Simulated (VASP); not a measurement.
Here is a VASP 6.6.1 calculation.

The input INCAR:

```
SYSTEM = TiC
ALGO     = Normal         ! electronic algorithm
EDIFF    = 1E-7           ! SCF threshold, eV
ENCUT    = 520            ! plane-wave cutoff, eV
GGA      = PS             ! functional
ISIF     = 2              ! what is computed and relaxed
ISMEAR   = 0              ! smearing method
LASPH    = .TRUE.         ! aspherical terms in the spheres
LCHARG   = .TRUE.         ! write CHGCAR
LELF     = .TRUE.         ! ELF
LREAL    = .FALSE.        ! projectors in reciprocal space
LVHAR    = .TRUE.       
LWAVE    = .FALSE.        ! write WAVECAR
NBANDS   = 24             ! bands
NELM     = 80             ! most SCF steps
PREC     = Accurate       ! precision mode
SIGMA    = 0.1            ! smearing width, eV
```

Contents of KPOINTS:

```
k-points
0
G
  18 18 12
  0 0 0
```

Contents of POSCAR:

```
TiC
1.0
    2.0178854630      2.0178854630      0.0000000000
   -2.0178854630      2.0178854630      0.0000000000
    0.0000000000      0.0000000000      4.4186688142
Ti C
2 2
Direct
    0.0000000000      0.0000000000      0.0000000000
    0.5000000000      0.5000000000      0.5000000000
    0.5000000000      0.5000000000      0.0000000000
    0.0000000000      0.0000000000      0.5000000000
```

Potentials or basis: VASP PAW PBE potentials, release 64 (Ti_sv, C).

The run is started by

```console
$ cat potpaw_PBE.64/Ti_sv/POTCAR potpaw_PBE.64/C/POTCAR > POTCAR
$ mpirun -np 1 vasp_std > vasp.out
```

(1) What does it give for the pressure?

(2) Predict the band gap on the k mesh.

Answers

(1) 35.7 GPa.

(2) zero (bands 16 and 17 overlap by 1.66 eV).

Caveat: the cell differs from its parent crystal (biaxial strain in the a-b plane: -6.0 %, then relaxed in part); the stress differs along the axes, from 0 to 53 GPa; the PAW data sets were made with another functional, which shifts forces and pressure a little.
